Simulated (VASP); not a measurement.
# BN (P6_3mc) in VASP: settings compared, part 2 of 3

VASP 6.6.1.

## 3. Single point, RPBE

This run uses another cell than the first one, of 6.06 Å³/atom, 1.016 times its volume.

File INCAR:

```
SYSTEM = BN
  ALGO = Normal
  EDIFF = 1E-6
  ENCUT = 520
  GGA = RP
  ISIF = 2
  ISMEAR = -1
  LASPH = .True.
  LCHARG = .True.
  LELF = .True.
  LREAL = .False.
  LVHAR = .True.
  LWAVE = .False.
  NBANDS = 16
  NELM = 80
  PREC = Accurate
  SIGMA = 0.05
```

File KPOINTS:

```
k-points
0
Gamma
  12 12 6
  0 0 0
```

File POSCAR:

```
BN
1.0
    2.5681508155      0.0000000000      0.0000000000
   -1.2840754078      2.2240838469      0.0000000000
    0.0000000000      0.0000000000      4.2458914995
N B
2 2
Direct
    0.3333333333      0.6666666667      0.1251417789
    0.6666666667      0.3333333333      0.6251417789
    0.3333333333      0.6666666667      0.4998582211
    0.6666666667      0.3333333333      0.9998582211
```

Potentials or basis: VASP PAW PBE potentials, release 64 (N, B).

Command:

```sh
cat potpaw_PBE.64/N/POTCAR potpaw_PBE.64/B/POTCAR > POTCAR
mpirun -np 1 vasp_std > vasp.out
```

OUTCAR:

```text
SYSTEM = BN
   EDIFF = 1E-6
   ENCUT = 520
   GGA = RP
   ISIF = 2
   ISMEAR = -1
   LASPH = .True.
   LREAL = .False.
   NELM = 80
   PREC = Accurate

 ion  position               nearest neighbor table
   1  0.333  0.667  0.125-   4 1.58   4 1.58   4 1.58   3 1.59
   2  0.667  0.333  0.625-   3 1.58   3 1.58   3 1.58   4 1.59
   3  0.333  0.667  0.500-   2 1.58   2 1.58   2 1.58   1 1.59
   4  0.667  0.333  1.000-   1 1.58   1 1.58   1 1.58   2 1.59

  LATTYP: Found a hexagonal cell.
 ALAT       =     2.5681508155
 C/A-ratio  =     1.6532874448

  Lattice vectors:

 A1 = (   2.5681508155,   0.0000000000,   0.0000000000)
 A2 = (  -1.2840754078,   2.2240838469,   0.0000000000)
 A3 = (   0.0000000000,   0.0000000000,   4.2458914995)

Analysis of symmetry for initial positions (statically):
=====================================================================
 Subroutine PRICEL returns:
 Original cell was already a primitive cell.

 Routine SETGRP: Setting up the symmetry group for a
 hexagonal supercell.

 Subroutine GETGRP returns: Found 12 space group operations
 (whereof  6 operations were pure point group operations)
 out of a pool of 24 trial point group operations.

The static configuration has the point symmetry C_3v.
 The point group associated with its full space group is C_6v.

Analysis of symmetry for dynamics (positions and initial velocities):
=====================================================================
 Subroutine PRICEL returns:
 Original cell was already a primitive cell.

 Routine SETGRP: Setting up the symmetry group for a
 hexagonal supercell.

 Subroutine GETGRP returns: Found 12 space group operations
 (whereof  6 operations were pure point group operations)
 out of a pool of 24 trial point group operations.

The dynamic configuration has the point symmetry C_3v.
 The point group associated with its full space group is C_6v.

 Subroutine INISYM returns: Found 12 space group operations
[... 116 lines left out ...]
   ISMEAR =    -1;   SIGMA  =   0.05  broadening in eV -4-tet -1-fermi 0-gaus
   EFERMI_NEDOS =   21; number of points for ismear=-14 and -15
   IALGO  =     38    algorithm
   IMIX   =      4    mixing-type and parameters
     AMIX     =   0.40;   BMIX     =  1.00
     AMIX_MAG =   1.60;   BMIX_MAG =  1.00
  volume/ion in A,a.u.               =       6.06        40.91
  Fermi-wavevector in a.u.,A,eV,Ry     =   1.425174  2.693189 27.635088  2.031122
  Thomas-Fermi vector in A             =   2.545587
   LORBIT       =      0    0 simple, 1 ext, 2 COOP (PROOUT), +10 PAW based schemes
   GGA     = RP    functional components
   LHFCALC =     F    Hartree Fock is set to
   AEXX    =    0.0000 exact exchange contribution
   IVDW    =     0    specifies the selected vdW correction
   LEPSILON=     F    determine dielectric tensor
   LRPA    =     F    only Hartree local field effects (RPA)
 non-spin polarized calculation
  energy-cutoff  :      520.00
  volume of cell :       24.25
 maximum number of plane-waves:       668
 NGX is ok and might be reduce to    20
   NGX =  9   NGY =  9   NGZ = 15

 number of electron      16.0000000 magnetization

 Free energy of the ion-electron system (eV)
  ---------------------------------------------------
  ext. energy  EPLUGINS =         0.00000000
  ---------------------------------------------------
  free energy    TOTEN  =       -33.18696080 eV

  energy without entropy =      -33.18696080  energy(sigma->0) =      -33.18696080

 E-fermi :   8.2481     XC(G=0): -12.5866

 val. band max:        7.3486770174   @ k =   0.0000   0.0000   0.0000
 cond. band min:      12.6645109179   @ k =   0.3333   0.3333   0.0000
 fundamental gap:      5.3158339005
 Fermi energy:         8.2481321874

 k-point     1 :       0.0000    0.0000    0.0000
  band No.  band energies     occupation
      1     -12.8236      2.00000
      2      -8.8025      2.00000
      3      -3.3265      2.00000
      4       5.2786      2.00000
      5       5.2786      2.00000
      6       7.1009      2.00000
[... 433 lines left out ...]
      3      -1.2942      2.00000
      4       0.1366      2.00000
      5       1.4590      2.00000
      6       3.1656      2.00000
[... 8 lines left out ...]
     15      23.1438      0.00000
     16      23.3487      0.00000

 [... further k-points ...]
[... 5 lines left out ...]
  --------------------------------------------------------------------------------------
  -------------------------------------------------------------------------------------
  Total        0.0267216      0.0267216      0.0185456     -0.0000000      0.0000000      0.0000000
  in kB        1.7653573      1.7653573      1.2252108     -0.0000000      0.0000000      0.0000000
  external PRESSURE =       1.5853085 kB  Pullay stress =       0.0000000 kB

 VOLUME and BASIS-vectors are now :
 -----------------------------------------------------------------------------
  energy-cutoff  :      520.00
  volume of cell :       24.25
      direct lattice vectors                 reciprocal lattice vectors
     2.568150816  0.000000000  0.000000000     0.389385232  0.224811668  0.000000000
    -1.284075408  2.224083847  0.000000000     0.000000000  0.449623337  0.000000000
     0.000000000  0.000000000  4.245891499     0.000000000  0.000000000  0.235521798

 POSITION                                       TOTAL-FORCE (eV/Angst)
 -----------------------------------------------------------------------------------
     -0.00000      1.48272      0.53134        -0.000000      0.000000      0.002689
      1.28408      0.74136      2.65428         0.000000     -0.000000      0.002689
     -0.00000      1.48272      2.12234        -0.000000      0.000000     -0.002689
      1.28408      0.74136      4.24529         0.000000     -0.000000     -0.002689
 -----------------------------------------------------------------------------------
    total drift:                               -0.000000      0.000000      0.000164

  FREE ENERGIE OF THE ION-ELECTRON SYSTEM (eV)
  ---------------------------------------------------
  free  energy   TOTEN  =       -33.1869608035 eV

  energy  without entropy=      -33.1869608034  energy(sigma->0) =      -33.18696080
```

OSZICAR:

```text
N       E                     dE             d eps       ncg     rms          rms(c)
DAV:   1     0.400900973718E+02    0.40090E+02   -0.83266E+03  2432   0.973E+02
DAV:   2    -0.326969993118E+02   -0.72787E+02   -0.67837E+02  3552   0.228E+02
DAV:   3    -0.349303596375E+02   -0.22334E+01   -0.22277E+01  2784   0.364E+01
DAV:   4    -0.349359390636E+02   -0.55794E-02   -0.55789E-02  2912   0.207E+00
DAV:   5    -0.349359553976E+02   -0.16334E-04   -0.16334E-04  2760   0.102E-01    0.934E+00
DAV:   6    -0.332906598314E+02    0.16453E+01   -0.21324E+00  3056   0.133E+01    0.448E+00
DAV:   7    -0.331978922734E+02    0.92768E-01   -0.30404E-01  3080   0.445E+00    0.276E+00
DAV:   8    -0.331875544180E+02    0.10338E-01   -0.47687E-02  2536   0.187E+00    0.261E-01
DAV:   9    -0.331863827641E+02    0.11717E-02   -0.16888E-03  2912   0.519E-01    0.115E-01
DAV:  10    -0.331869391044E+02   -0.55634E-03   -0.93597E-04  2792   0.229E-01    0.297E-02
DAV:  11    -0.331869575384E+02   -0.18434E-04   -0.50756E-05  3104   0.709E-02    0.172E-02
DAV:  12    -0.331869605232E+02   -0.29847E-05   -0.10347E-05  2832   0.313E-02    0.272E-03
DAV:  13    -0.331869608035E+02   -0.28029E-06   -0.35755E-07  1720   0.573E-03
   1 F= -.33186961E+02 E0= -.33186961E+02  d E =-.847830E-10
```

Wall time 54 s (1 thread of AMD EPYC 7R13, shared host); peak memory 0.11 GiB.

Results:

| Item | Value |
| --- | --- |
| Free energy | -33.1870 eV |
| Pressure | 0.2 GPa |
| Band gap on the k mesh | 5.32 eV, indirect (least direct gap 8.22 eV) |

Forces on the atoms (eV/Å):
```
N    0.000  0.000  0.003
N    0.000  0.000  0.003
B    0.000  0.000 -0.003
B    0.000  0.000 -0.003
```

Levels at points of the mesh, in eV from the valence-band top:
```csv
k point,band 4,band 5,band 6,band 7,band 8,band 9,band 10,band 11,band 12,band 13
"(0.00, 0.00, 0.00)",-2.07,-2.07,-0.25,0.00,0.00,8.32,8.32,8.51,9.20,10.41
"(0.50, 0.00, 0.00)",-7.67,-6.77,-4.86,-4.27,-2.06,6.65,7.95,10.53,11.26,12.71
"(0.00, 0.00, 0.50)",-5.61,-1.15,-1.15,-1.15,-1.15,9.28,9.28,9.84,9.84,9.84
"(0.50, 0.00, 0.50)",-9.82,-3.67,-3.67,-3.48,-3.48,6.54,6.54,9.89,9.89,14.11
```

Caveat: the PAW data sets were made with another functional, which shifts forces and pressure a little. A k mesh can miss the band edges.

## 4. Single point, revPBE

File INCAR:

```
PREC = Accurate ; ENCUT = 520
EDIFF = 1E-7 ; ISMEAR = -1
SIGMA = 0.05 ; LREAL = False
LASPH = True ; NELM = 60
ALGO = Normal ; ISIF = 2
LWAVE = False ; LCHARG = False
GGA = RE ; NBANDS = 16
```

File KPOINTS:

```
regular mesh
0
Gamma
  12 12 6
```

File POSCAR:

```
BN
1.0
    2.5539396017      0.0000000000      0.0000000000
   -1.2769698009      2.2117765748      0.0000000000
    0.0000000000      0.0000000000      4.2268550000
N B
2 2
Direct
    0.3333333333      0.6666666667      0.1252760000
    0.6666666667      0.3333333333      0.6252760000
    0.3333333333      0.6666666667      0.4997240000
    0.6666666667      0.3333333333      0.9997240000
```

Command:

```sh
cat potpaw_PBE.64/N/POTCAR potpaw_PBE.64/B/POTCAR > POTCAR
mpirun -np 1 vasp_std > vasp.out
```

Run time: 55 s. Hardware: 1 thread of AMD EPYC 7R13, shared host; peak memory 0.11 GiB.

The run converged. Its results:

```
Free energy            : -33.4746 eV
Pressure               : 4.6 GPa
Largest force          : 0.011 eV/Å
Band gap on the k mesh : 5.25 eV, indirect (least direct gap 8.28 eV)
```

Forces on the atoms (eV/Å):
```
N    0.000  0.000 -0.011
N    0.000  0.000 -0.011
B    0.000  0.000  0.011
B    0.000  0.000  0.011
```

Stress tensor (GPa, compression positive):
```
4.88 0.00 0.00
0.00 4.88 0.00
0.00 0.00 3.96
```

Levels at points of the mesh, in eV from the valence-band top:
```tsv
k point	band 6	band 7	band 8	band 9	band 10	band 11
(0.00, 0.00, 0.00)	-0.27	0.00	0.00	8.38	8.38	8.57
(0.50, 0.00, 0.00)	-4.93	-4.36	-2.09	6.70	7.96	10.59
(0.00, 0.00, 0.50)	-1.16	-1.16	-1.16	9.43	9.43	9.92
(0.50, 0.00, 0.50)	-3.73	-3.55	-3.55	6.58	6.58	9.98
```

Caveat: the PAW data sets were made with another functional, which shifts forces and pressure a little. A k mesh can miss the band edges.

## 5. Single point, BLYP

This run uses another cell than the first one, of 6.08 Å³/atom, 1.019 times its volume.

File INCAR:

```
SYSTEM = BN
PREC = Accurate ; ENCUT = 520
EDIFF = 1E-6 ; ISMEAR = -1
SIGMA = 0.05 ; LREAL = .False.
LASPH = .True. ; NELM = 80
ALGO = Normal ; ISIF = 2
LWAVE = .False. ; LCHARG = .False.
GGA = B5 ; ALDAX = 1.0
AGGAX = 1.0 ; AGGAC = 1.0
ALDAC = 0.0 ; NBANDS = 16
```

File KPOINTS:

```
Automatic mesh
0
Gamma
  12 12 6
  0 0 0
```

File POSCAR:

```
BN
1.0
    2.5702975339      0.0000000000      0.0000000000
   -1.2851487670      2.2259429596      0.0000000000
    0.0000000000      0.0000000000      4.2511895704
N B
2 2
Direct
    0.3333333333      0.6666666667      0.1250611870
    0.6666666667      0.3333333333      0.6250611870
    0.3333333333      0.6666666667      0.4999388130
    0.6666666667      0.3333333333      0.9999388130
```

Potentials or basis: VASP PAW PBE potentials, release 64 (N, B).

Command:

```sh
cat potpaw_PBE.64/N/POTCAR potpaw_PBE.64/B/POTCAR > POTCAR
mpirun -np 1 vasp_std > vasp.out
```

OUTCAR:

```text
SYSTEM = BN
   PREC = Accurate
   ENCUT = 520
   EDIFF = 1E-6
   ISMEAR = -1
   LREAL = .False.
   LASPH = .True.
   NELM = 80
   ISIF = 2
   GGA = B5

 ion  position               nearest neighbor table
   1  0.333  0.667  0.125-   4 1.58   4 1.58   4 1.58   3 1.59
   2  0.667  0.333  0.625-   3 1.58   3 1.58   3 1.58   4 1.59
   3  0.333  0.667  0.500-   2 1.58   2 1.58   2 1.58   1 1.59
   4  0.667  0.333  1.000-   1 1.58   1 1.58   1 1.58   2 1.59

  LATTYP: Found a hexagonal cell.
 ALAT       =     2.5702975339
 C/A-ratio  =     1.6539678828

[... 647 lines left out ...]
     16      23.4825      0.00000

 [... further k-points ...]
[... 5 lines left out ...]
  --------------------------------------------------------------------------------------
  -------------------------------------------------------------------------------------
  Total       -0.0032658     -0.0032658     -0.0092930      0.0000000      0.0000000     -0.0000000
  in kB       -0.2151274     -0.2151274     -0.6121525      0.0000000      0.0000000     -0.0000000
  external PRESSURE =      -0.3474691 kB  Pullay stress =       0.0000000 kB

 VOLUME and BASIS-vectors are now :
 -----------------------------------------------------------------------------
  energy-cutoff  :      520.00
  volume of cell :       24.32
      direct lattice vectors                 reciprocal lattice vectors
     2.570297534  0.000000000  0.000000000     0.389060016  0.224623905  0.000000000
    -1.285148767  2.225942960  0.000000000     0.000000000  0.449247810  0.000000000
     0.000000000  0.000000000  4.251189570     0.000000000  0.000000000  0.235228278

 POSITION                                       TOTAL-FORCE (eV/Angst)
 -----------------------------------------------------------------------------------
     -0.00000      1.48396      0.53166         0.000000     -0.000000     -0.001241
      1.28515      0.74198      2.65725        -0.000000      0.000000     -0.001241
     -0.00000      1.48396      2.12533        -0.000000      0.000000      0.001241
      1.28515      0.74198      4.25093         0.000000     -0.000000      0.001241
 -----------------------------------------------------------------------------------
    total drift:                               -0.000000      0.000000      0.000270

  FREE ENERGIE OF THE ION-ELECTRON SYSTEM (eV)
  ---------------------------------------------------
  free  energy   TOTEN  =       -32.7454086673 eV

  energy  without entropy=      -32.7454086673  energy(sigma->0) =      -32.74540867
```

OSZICAR:

```text
N       E                     dE             d eps       ncg     rms          rms(c)
DAV:   1     0.430233505643E+02    0.43023E+02   -0.82829E+03  2440   0.969E+02
DAV:   2    -0.324723772142E+02   -0.75496E+02   -0.70525E+02  3504   0.230E+02
DAV:   3    -0.350411216990E+02   -0.25687E+01   -0.25629E+01  2736   0.386E+01
DAV:   4    -0.350479444139E+02   -0.68227E-02   -0.68222E-02  2888   0.230E+00
DAV:   5    -0.350479641210E+02   -0.19707E-04   -0.19707E-04  2680   0.115E-01    0.999E+00
DAV:   6    -0.329173678943E+02    0.21306E+01   -0.30055E+00  3024   0.158E+01    0.436E+00
DAV:   7    -0.327852791253E+02    0.13209E+00   -0.38492E-01  3040   0.501E+00    0.277E+00
DAV:   8    -0.327468584443E+02    0.38421E-01   -0.83909E-02  3040   0.224E+00    0.298E-01
DAV:   9    -0.327452187659E+02    0.16397E-02   -0.23938E-03  2832   0.585E-01    0.160E-01
DAV:  10    -0.327454115798E+02   -0.19281E-03   -0.44675E-04  2912   0.184E-01    0.270E-02
DAV:  11    -0.327454070564E+02    0.45234E-05   -0.25535E-05  2864   0.497E-02    0.114E-02
DAV:  12    -0.327454086675E+02   -0.16111E-05   -0.32270E-06  2576   0.181E-02    0.178E-03
DAV:  13    -0.327454086673E+02    0.18292E-09   -0.53951E-08  1216   0.281E-03
   1 F= -.32745409E+02 E0= -.32745409E+02  d E =-.329828E-10
```

Wall time 66 s (1 thread of AMD EPYC 7R13, shared host); peak memory 0.11 GiB.

What came out:

```
Free energy            : -32.7454 eV
Pressure               : 0.0 GPa
Band gap on the k mesh : 5.64 eV, indirect (least direct gap 8.32 eV)
```

Levels at points of the mesh, in eV from the valence-band top:
```
           k point  band 4  band 5  band 6  band 7  band 8  band 9  band 10  band 11  band 12  band 13
(0.00, 0.00, 0.00)   -2.03   -2.03   -0.23    0.00    0.00    8.39     8.39     8.58     9.45    10.63
(0.50, 0.00, 0.00)   -7.49   -6.60   -4.75   -4.12   -2.03    6.96     8.18    10.64    11.44    12.70
(0.00, 0.00, 0.50)   -5.45   -1.12   -1.12   -1.12   -1.12    9.45     9.45     9.90     9.90     9.90
(0.50, 0.00, 0.50)   -9.57   -3.59   -3.59   -3.40   -3.40    6.83     6.83    10.09    10.09    14.09
```

Caveat: the PAW data sets were made with another functional, which shifts forces and pressure a little. A hybrid or GW would open this gap; BLYP tends to underestimate it.

(Part 2 of 3 ends here.)
